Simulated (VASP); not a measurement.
Here is a VASP 6.6.1 calculation.

The input INCAR:

```
SYSTEM = Rh
  ALGO = Normal
  EDIFF = 1E-6
  ENCUT = 520
  GGA = PS
  ISIF = 2
  ISMEAR = 0
  LASPH = .True.
  LCHARG = .True.
  LELF = .True.
  LREAL = .False.
  LVHAR = .True.
  LWAVE = .False.
  NBANDS = 14
  NELM = 100
  PREC = Accurate
  SIGMA = 0.05
```

KPOINTS

```
k-points
0
Gamma
  18 18 18
  0 0 0
```

Contents of POSCAR:

```
Rh
1.0
    0.0000000000      1.9000000000      1.9000000000
    1.9000000000      0.0000000000      1.9000000000
    1.9000000000      1.9000000000      0.0000000000
Rh
1
Direct
    0.0000000000      0.0000000000      0.0000000000
```

Potentials or basis: VASP PAW PBE potentials, release 64 (Rh_pv).

Run with:

```sh
$ cat potpaw_PBE.64/Rh_pv/POTCAR > POTCAR
$ mpirun -np 1 vasp_std > vasp.out
```

Q: What does it give for the pressure?

A: -4.6 GPa.

Caveat: the PAW data sets were made with another functional, which shifts forces and pressure a little.
